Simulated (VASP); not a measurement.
A run of VASP 6.6.1 is set up as follows.

File INCAR:

```
SYSTEM = LaN
PREC = Accurate
ENCUT = 600
EDIFF = 1E-6
ISMEAR = -1
SIGMA = 0.1
LREAL = .False.
LASPH = .True.
NELM = 200
ALGO = Normal
ISIF = 2
LWAVE = .False.
LCHARG = .False.
GGA = CA
NBANDS = 24
GGA_COMPAT = .False.
LMAXMIX = 6
```

Contents of KPOINTS:

```
regular mesh
0
Gamma
  4 4 6
  0 0 0
```

POSCAR

```
LaN
1.0
    4.4584850000      0.0000000000      0.0000000000
    0.0000000000      4.4584850000      0.0000000000
    0.0000000000      0.0000000000      3.7561090000
La N
2 2
Direct
    0.5000000000      0.0000000000      0.2614900000
    0.0000000000      0.5000000000      0.7385100000
    0.5000000000      0.5000000000      0.0000000000
    0.0000000000      0.0000000000      0.0000000000
```

Potentials or basis: VASP PAW LDA potentials, release 64 (La, N).

Command:

```bash
$ cat potpaw_LDA.64/La/POTCAR potpaw_LDA.64/N/POTCAR > POTCAR
$ mpirun -np 1 vasp_std > vasp.out
```

Estimate the largest force.

0.222 eV/Å.

Predict the pressure.

-6.8 GPa.

Stress tensor (GPa, compression positive):
```
-7.51  0.00  0.00
 0.00 -7.51  0.00
 0.00  0.00 -5.44
```

Caveat: the cell stands under tension.
